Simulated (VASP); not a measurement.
# BaSr (Pm-3m) in VASP: notebook

The runs below take BaSr through single point, with LDA.

Program: VASP 6.6.1. These are calculated values, not measurements. Logs are shortened: lines on timing, memory, paths and dates and some standing lists are left out, and cuts for length are marked.

## (1) The cell of the first run

It takes space group Pm-3m (No. 221, cubic). The conventional cell has a = 4.700 Å, b = 4.700 Å, c = 4.700 Å, α = 90.00°, β = 90.00°, γ = 90.00°. Sr (site symmetry m-3m) has 8 Ba at 4.07 Å and 6 Sr at 4.70 Å within 5.3 Å. Ba (site symmetry m-3m) has 8 Sr at 4.07 Å and 6 Ba at 4.70 Å within 5.3 Å.

## (2) Single point, LDA

Input file INCAR:

```
SYSTEM = BaSr
ALGO = Normal
EDIFF = 1E-6
ENCUT = 520
GGA = CA
ISIF = 2
ISMEAR = 1
LASPH = .TRUE.
LCHARG = .FALSE.
LREAL = .FALSE.
LWAVE = .FALSE.
NBANDS = 17
NELM = 100
PREC = Accurate
SIGMA = 0.05
```

Input file KPOINTS:

```
k-points
0
G
  5 5 5
  0 0 0
```

Input file POSCAR:

```
BaSr
1.0
    4.7001710450      0.0000000000      0.0000000000
    0.0000000000      4.7001710450      0.0000000000
    0.0000000000      0.0000000000      4.7001710450
Sr Ba
1 1
Direct
    0.0000000000      0.0000000000      0.0000000000
    0.5000000000      0.5000000000      0.5000000000
```

Potentials or basis: VASP PAW LDA potentials, release 64 (Sr_sv, Ba_sv).

Command:

```
$ cat potpaw_LDA.64/Sr_sv/POTCAR potpaw_LDA.64/Ba_sv/POTCAR > POTCAR
$ mpirun -np 1 vasp_std > vasp.out
```

OUTCAR:

```text
SYSTEM = BaSr
   EDIFF = 1E-6
   ENCUT = 520
   GGA = CA
   ISIF = 2
   ISMEAR = 1
   LASPH = .TRUE.
   LREAL = .FALSE.
   NELM = 100
   PREC = Accurate

 ion  position               nearest neighbor table
   1  0.000  0.000  0.000-   2 4.07   2 4.07   2 4.07   2 4.07   2 4.07   2 4.07   2 4.07   2 4.07

   2  0.500  0.500  0.500-   1 4.07   1 4.07   1 4.07   1 4.07   1 4.07   1 4.07   1 4.07   1 4.07

  LATTYP: Found a simple cubic cell.
 ALAT       =     4.7001710450

  Lattice vectors:

 A1 = (   4.7001710450,   0.0000000000,   0.0000000000)
 A2 = (   0.0000000000,   4.7001710450,   0.0000000000)
 A3 = (   0.0000000000,   0.0000000000,   4.7001710450)

Analysis of symmetry for initial positions (statically):
=====================================================================
 Subroutine PRICEL returns:
 Original cell was already a primitive cell.

 Routine SETGRP: Setting up the symmetry group for a
 simple cubic supercell.

 Subroutine GETGRP returns: Found 48 space group operations
 (whereof 48 operations were pure point group operations)
 out of a pool of 48 trial point group operations.

The static configuration has the point symmetry O_h .

Analysis of symmetry for dynamics (positions and initial velocities):
=====================================================================
 Subroutine PRICEL returns:
 Original cell was already a primitive cell.

 Routine SETGRP: Setting up the symmetry group for a
 simple cubic supercell.

 Subroutine GETGRP returns: Found 48 space group operations
 (whereof 48 operations were pure point group operations)
 out of a pool of 48 trial point group operations.

The dynamic configuration has the point symmetry O_h .

 Subroutine INISYM returns: Found 48 space group operations
 (whereof 48 operations are pure point group operations),
 and found     1 'primitive' translations

----------------------------------------------------------------------------------------

                                     Primitive cell

  volume of cell :     103.8343

  direct lattice vectors                    reciprocal lattice vectors
     4.700171045  0.000000000  0.000000000     0.212758215  0.000000000  0.000000000
     0.000000000  4.700171045  0.000000000     0.000000000  0.212758215  0.000000000
     0.000000000  0.000000000  4.700171045     0.000000000  0.000000000  0.212758215

  length of vectors
     4.700171045  4.700171045  4.700171045     0.212758215  0.212758215  0.212758215

  position of ions in fractional coordinates (direct lattice)
     0.000000000  0.000000000  0.000000000
     0.500000000  0.500000000  0.500000000

  ion indices of the primitive-cell ions
   primitive index   ion index
                 1           1
                 2           2

----------------------------------------------------------------------------------------

 KPOINTS: k-points

Automatic generation of k-mesh.
 Grid dimensions read from file:
 generate k-points for:    5    5    5

 Generating k-lattice:

  Cartesian coordinates                     Fractional coordinates (reciprocal lattice)
     0.042551643  0.000000000  0.000000000     0.200000000  0.000000000  0.000000000
     0.000000000  0.042551643  0.000000000     0.000000000  0.200000000  0.000000000
     0.000000000  0.000000000  0.042551643     0.000000000  0.000000000  0.200000000

  Length of vectors
     0.042551643  0.042551643  0.042551643

  Shift w.r.t. Gamma in fractional coordinates (k-lattice)
     0.000000000  0.000000000  0.000000000

 Subroutine IBZKPT returns following result:
 ===========================================

 Found     10 irreducible k-points:

 Following reciprocal coordinates:
            Coordinates               Weight
  0.000000  0.000000  0.000000      1.000000
  0.200000  0.000000  0.000000      6.000000
  0.400000  0.000000  0.000000      6.000000
  0.200000  0.200000  0.000000     12.000000
  0.400000  0.200000  0.000000     24.000000
  0.400000  0.400000  0.000000     12.000000
  0.200000  0.200000  0.200000      8.000000
  0.400000  0.200000  0.200000     24.000000
  0.400000  0.400000  0.200000     24.000000
  0.400000  0.400000  0.400000      8.000000
   k-points           NKPTS =     10   k-points in BZ     NKDIM =     10   number of bands    NBANDS=     17
   number of dos      NEDOS =    301   number of ions     NIONS =      2
   total plane-waves  NPLWV =  46656
   dimension x,y,z NGX =    36 NGY =   36 NGZ =   36
   dimension x,y,z NGXF=    72 NGYF=   72 NGZF=   72
   ions per type =               1   1
   NGX,Y,Z   is equivalent  to a cutoff of  12.73, 12.73, 12.73 a.u.
   NGXF,Y,Z  is equivalent  to a cutoff of  25.47, 25.47, 25.47 a.u.
 SYSTEM =  BaSr
   PREC   = accura    normal or accurate (medium, high low for compatibility)
   ISTART =      0    job   : 0-new  1-cont  2-samecut
   ICHARG =      2    charge: 1-file 2-atom 10-const
   ISPIN  =      1    spin polarized calculation?
   LNONCOLLINEAR =      F non collinear calculations
   LSORBIT =      F    spin-orbit coupling
   LASPH  =      T    aspherical Exc in radial PAW
   ENCUT  =  520.0 eV  38.22 Ry    6.18 a.u.   8.74  8.74  8.74*2*pi/ulx,y,z
   NELM   =    100;   NELMIN=  2; NELMDL= -5     # of ELM steps
   EDIFF  = 0.1E-05   stopping-criterion for ELM
   LREAL  =      F    real-space projection
   EDIFFG = 0.1E-04   stopping-criterion for IOM
   NSW    =      0    number of steps for IOM
   IBRION =     -1    ionic relax: 0-MD 1-quasi-New 2-CG
   NFREE  =      0    steps in history (QN), initial steepest desc. (CG)
   ISIF   =      2    stress and relaxation
   ISYM   =      2    0-nonsym 1-usesym 2-fastsym
   POTIM  = 0.5000    time-step for ionic-motion
   TEBEG  =    0.0;   TEEND  =   0.0 temperature during run
   PSTRESS=    0.0 pullay stress
   NELECT =      20.0000    total number of electrons
   NUPDOWN=      -1.0000    fix difference up-down
   EMIN   =  10.00;   EMAX   =-10.00  energy-range for DOS
   EFERMI =   0.00;   METHOD = LEGACY
   ISMEAR =     1;   SIGMA  =   0.05  broadening in eV -4-tet -1-fermi 0-gaus
   EFERMI_NEDOS =   21; number of points for ismear=-14 and -15
   IALGO  =     38    algorithm
   IMIX   =      4    mixing-type and parameters
     AMIX     =   0.40;   BMIX     =  1.00
     AMIX_MAG =   1.60;   BMIX_MAG =  1.00
  volume/ion in A,a.u.               =      51.92       350.35
  Fermi-wavevector in a.u.,A,eV,Ry     =   0.945448  1.786638 12.161876  0.893873
  Thomas-Fermi vector in A             =   2.073351
   LORBIT       =      0    0 simple, 1 ext, 2 COOP (PROOUT), +10 PAW based schemes
   GGA     = CA    functional components
   LHFCALC =     F    Hartree Fock is set to
   AEXX    =    0.0000 exact exchange contribution
   IVDW    =     0    specifies the selected vdW correction
   LEPSILON=     F    determine dielectric tensor
   LRPA    =     F    only Hartree local field effects (RPA)
 non-spin polarized calculation
 Methfessel and Paxton  Order N= 1 SIGMA  =   0.05
  energy-cutoff  :      520.00
  volume of cell :      103.83
 maximum number of plane-waves:      2813
 NGX is ok and might be reduce to    36
   NGX = 17   NGY = 17   NGZ = 17

 number of electron      20.0000002 magnetization

 Free energy of the ion-electron system (eV)
  ---------------------------------------------------
  ext. energy  EPLUGINS =         0.00000000
  ---------------------------------------------------
  free energy    TOTEN  =        -4.14860827 eV

  energy without entropy =       -4.14778313  energy(sigma->0) =       -4.14833323

 E-fermi :   1.8153     XC(G=0):  -8.0082

 val. band max:        1.7993322752   @ k =   0.2000   0.2000   0.0000
 cond. band min:       1.9233937562   @ k =   0.2000   0.2000   0.2000
 fundamental gap:      0.1240614810
 Fermi energy:         1.8153491522

 k-point     1 :       0.0000    0.0000    0.0000
  band No.  band energies     occupation
      1     -34.3450      2.00000
      2     -26.6666      2.00000
      3     -16.4353      2.00000
      4     -16.4353      2.00000
      5     -16.4353      2.00000
      6     -11.8277      2.00000
[... 9 lines left out ...]
     16       5.6106      0.00000
     17       6.4163      0.00000

 k-point     2 :       0.2000    0.0000    0.0000
  band No.  band energies     occupation
      1     -34.3445      2.00000
      2     -26.6642      2.00000
      3     -16.4483      2.00000
      4     -16.4331      2.00000
      5     -16.4331      2.00000
      6     -11.8934      2.00000
[... 9 lines left out ...]
     16       5.2628      0.00000
     17       5.2823      0.00000

 k-point     3 :       0.4000    0.0000    0.0000
  band No.  band energies     occupation
      1     -34.3438      2.00000
      2     -26.6604      2.00000
      3     -16.4692      2.00000
      4     -16.4294      2.00000
      5     -16.4294      2.00000
      6     -11.9965      2.00000
[... 9 lines left out ...]
     16       4.4025      0.00000
     17       4.8449      0.00000

 k-point     4 :       0.2000    0.2000    0.0000
  band No.  band energies     occupation
      1     -34.3441      2.00000
      2     -26.6618      2.00000
      3     -16.4496      2.00000
      4     -16.4450      2.00000
      5     -16.4311      2.00000
      6     -11.8957      2.00000
[... 9 lines left out ...]
     16       4.9082      0.00000
     17       5.2501      0.00000

 k-point     5 :       0.4000    0.2000    0.0000
  band No.  band energies     occupation
      1     -34.3433      2.00000
      2     -26.6578      2.00000
      3     -16.4703      2.00000
      4     -16.4457      2.00000
      5     -16.4279      2.00000
      6     -11.9825      2.00000
[... 9 lines left out ...]
     16       4.7539      0.00000
     17       5.7121      0.00000

 k-point     6 :       0.4000    0.4000    0.0000
  band No.  band energies     occupation
      1     -34.3426      2.00000
      2     -26.6535      2.00000
      3     -16.4730      2.00000
      4     -16.4712      2.00000
      5     -16.4255      2.00000
      6     -11.9626      2.00000
[... 9 lines left out ...]
     16       5.5711      0.00000
     17       6.0321      0.00000

 k-point     7 :       0.2000    0.2000    0.2000
  band No.  band energies     occupation
      1     -34.3436      2.00000
      2     -26.6593      2.00000
      3     -16.4470      2.00000
      4     -16.4470      2.00000
      5     -16.4440      2.00000
      6     -11.8900      2.00000
[... 9 lines left out ...]
     16       5.5400      0.00000
     17       5.6033      0.00000

 k-point     8 :       0.4000    0.2000    0.2000
  band No.  band energies     occupation
      1     -34.3429      2.00000
      2     -26.6552      2.00000
      3     -16.4698      2.00000
      4     -16.4449      2.00000
      5     -16.4426      2.00000
      6     -11.9731      2.00000
[... 9 lines left out ...]
     16       5.1775      0.00000
     17       5.7163      0.00000

 k-point     9 :       0.4000    0.4000    0.2000
  band No.  band energies     occupation
      1     -34.3422      2.00000
      2     -26.6510      2.00000
      3     -16.4695      2.00000
      4     -16.4688      2.00000
      5     -16.4404      2.00000
      6     -11.9597      2.00000
[... 9 lines left out ...]
     16       5.7578      0.00000
     17       6.1478      0.00000

 k-point    10 :       0.4000    0.4000    0.4000
  band No.  band energies     occupation
      1     -34.3415      2.00000
      2     -26.6468      2.00000
      3     -16.4652      2.00000
      4     -16.4639      2.00000
      5     -16.4639      2.00000
      6     -11.9572      2.00000
[... 9 lines left out ...]
     16       6.1418      0.00000
     17       6.2219      0.00000

------------------------ aborting loop because EDIFF is reached ----------------------------------------

  FORCE on cell =-STRESS in cart. coord.  units (eV):
  Direction    XX          YY          ZZ          XY          YZ          ZX
  --------------------------------------------------------------------------------------
  -------------------------------------------------------------------------------------
  Total        0.0172227      0.0172227      0.0172227     -0.0000000     -0.0000000      0.0000000
  in kB        0.2657492      0.2657492      0.2657492     -0.0000000     -0.0000000      0.0000000
  external PRESSURE =       0.2657492 kB  Pullay stress =       0.0000000 kB

 VOLUME and BASIS-vectors are now :
 -----------------------------------------------------------------------------
  energy-cutoff  :      520.00
  volume of cell :      103.83
      direct lattice vectors                 reciprocal lattice vectors
     4.700171045  0.000000000  0.000000000     0.212758215  0.000000000  0.000000000
     0.000000000  4.700171045  0.000000000     0.000000000  0.212758215  0.000000000
     0.000000000  0.000000000  4.700171045     0.000000000  0.000000000  0.212758215

 POSITION                                       TOTAL-FORCE (eV/Angst)
 -----------------------------------------------------------------------------------
      0.00000      0.00000      0.00000         0.000000      0.000000      0.000000
      2.35009      2.35009      2.35009         0.000000      0.000000      0.000000
 -----------------------------------------------------------------------------------
    total drift:                                0.000000      0.000000      0.000000

  FREE ENERGIE OF THE ION-ELECTRON SYSTEM (eV)
  ---------------------------------------------------
  free  energy   TOTEN  =        -4.1486082732 eV

  energy  without entropy=       -4.1477831314  energy(sigma->0) =       -4.14833323
```

Wall time 7.8 s (1 thread of Intel Xeon 6975P-C (Granite Rapids), shared host); peak memory 0.18 GiB.

What came out:

- Free energy: -4.1486 eV
- Pressure: 0.0 GPa
- Band gap on the k mesh: zero (band 10 reaches 1.96 eV, above the bottom of band 11 at 1.32 eV)

Caveat: spin-orbit coupling is left out, which moves the levels of the heavy elements.

## (3) Single point, LDA

This run uses another cell than the first one, of 50.88 Å³/atom, 0.980 times its volume.

Input file INCAR:

```
SYSTEM = BaSr
PREC = Accurate
ENCUT = 520
EDIFF = 1E-6
ISMEAR = 1
SIGMA = 0.05
LREAL = .False.
LASPH = .True.
NELM = 60
ALGO = Normal
ISIF = 2
LWAVE = .False.
LCHARG = .False.
NBANDS = 17
```

Input file KPOINTS:

```
Automatic mesh
0
Gamma
  5 5 5
  0 0 0
```

Input file POSCAR:

```
BaSr
1.0
    4.6686253224      0.0000000000      0.0000000000
    0.0000000000      4.6686253224      0.0000000000
    0.0000000000      0.0000000000      4.6686253224
Sr Ba
1 1
Direct
    0.0000000000      0.0000000000      0.0000000000
    0.5000000000      0.5000000000      0.5000000000
```

Potentials or basis: VASP PAW LDA potentials, release 64 (Sr_sv, Ba_sv).

Command:

```
$ cat potpaw_LDA.64/Sr_sv/POTCAR potpaw_LDA.64/Ba_sv/POTCAR > POTCAR
$ mpirun -np 1 vasp_std > vasp.out
```

Wall time 9.2 s (1 thread of Intel Xeon 6975P-C (Granite Rapids), shared host); peak memory 0.18 GiB.

Results (log left out):

```yaml
Free_energy: -4.1464 eV
Pressure: 0.3 GPa
Band_gap_on_the_k_mesh: zero (band 10 reaches 2.04 eV, above the bottom of band 11 at 1.36 eV)
```

Levels at points of the mesh, in eV from the Fermi level:
```tsv
k point	band 8	band 9	band 10	band 11	band 12	band 13
(0.00, 0.00, 0.00)	-13.60	-3.27	-0.52	-0.52	2.24	2.24
```

Caveat: spin-orbit coupling is left out, which moves the levels of the heavy elements.
